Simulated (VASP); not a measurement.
Set up this calculation in VASP 6.6.1, as the native input.

```
Task                   : single point
Functional             : r2SCAN
Potentials or basis    : VASP PAW PBE potentials, release 64 (Ga_d, N)
Cutoff                 : 520 eV
k mesh                 : 4 × 4 × 4
Occupations            : fermi-dirac, width 0.069 eV
Spin                   : no spin polarisation
Dipole correction      : no
Further INCAR settings : LREAL = Auto; ALGO = Normal; EDIFF = 1e-06; NBANDS = 86
```

Crystal: GaN.

```
CELL_PARAMETERS angstrom
0.00000 4.49791 4.49791
4.49791 0.00000 4.49791
4.49791 4.49791 0.00000
ATOMIC_POSITIONS crystal
Ga 0.02003 0.99843 0.99473
Ga 0.99262 0.02334 0.48298
Ga 0.00079 0.52283 0.99054
Ga 0.98418 0.50126 0.51796
Ga 0.49670 0.00086 0.00345
Ga 0.52110 0.97944 0.48466
Ga 0.49351 0.50107 0.00580
Ga 0.48968 0.47390 0.51945
N 0.13446 0.14448 0.10544
N 0.13556 0.12437 0.61741
N 0.11830 0.63220 0.13373
N 0.12214 0.64049 0.62444
N 0.64082 0.12089 0.11375
N 0.62189 0.10346 0.63441
N 0.61391 0.63011 0.13511
N 0.61981 0.59834 0.63782
```

These files were run (other wordings do the same):

POSCAR

```
GaN
1.0
    0.0000000000      4.4979050831      4.4979050831
    4.4979050831      0.0000000000      4.4979050831
    4.4979050831      4.4979050831      0.0000000000
Ga N
8 8
Direct
    0.0200262118     -0.0015731768     -0.0052664517
   -0.0073791019      0.0233432005      0.4829800674
    0.0007925912      0.5228347323     -0.0094568470
   -0.0158154738      0.5012574651      0.5179612413
    0.4967013440      0.0008620680      0.0034510510
    0.5211033707     -0.0205563475      0.4846641847
    0.4935104141      0.5010730459      0.0057953646
    0.4896761846      0.4738950602      0.5194475999
    0.1344634866      0.1444790381      0.1054355286
    0.1355643324      0.1243686760      0.6174066479
    0.1182950707      0.6322012020      0.1337309234
    0.1221437513      0.6404932845      0.6244366984
    0.6408186582      0.1208928357      0.1137521781
    0.6218906243      0.1034621655      0.6344102304
    0.6139082415      0.6301066714      0.1351142340
    0.6198069876      0.5983416613      0.6378235972
```

INCAR.step1

```
PREC = Accurate
ENCUT = 520
ISMEAR = -1
SIGMA = 0.069
LREAL = Auto
LASPH = T
NELM = 80
NBANDS = 86
GGA = PE
ALGO = Normal
EDIFF = 1E-4
LWAVE = T
LCHARG = F
```

INCAR.step2

```
PREC = Accurate
ENCUT = 520
EDIFF = 1E-6
ISMEAR = -1
SIGMA = 0.069
LREAL = Auto
LASPH = T
NELM = 80
ALGO = Normal
ISIF = 2
LWAVE = F
LCHARG = F
METAGGA = R2SCAN
LMIXTAU = T
NBANDS = 86
ISTART = 1
```

KPOINTS

```
regular mesh
0
Gamma
  4 4 4
```

Potentials or basis: VASP PAW PBE potentials, release 64 (Ga_d, N).

Launch:

```sh
$ cat potpaw_PBE.64/Ga_d/POTCAR potpaw_PBE.64/N/POTCAR > POTCAR
$ cp INCAR.step1 INCAR
$ mpirun -np 1 vasp_std > vasp.out
$ cp INCAR.step2 INCAR
$ mpirun -np 1 vasp_std > vasp.out
```

Results of the run:

The pressure is 1.0 GPa. The largest force is 1.449 eV/Å and the band gap on the k mesh is 2.06 eV.

Caveat: the atoms stand as in a frame of molecular dynamics; the structure was generated, so it needn't be the stable form of GaN; the PAW data sets were made with another functional, which shifts forces and pressure a little.

It took 2.2 h on 1 thread of Oxide Virtual Turin-like Processor (shared host), peak memory 0.52 GiB.
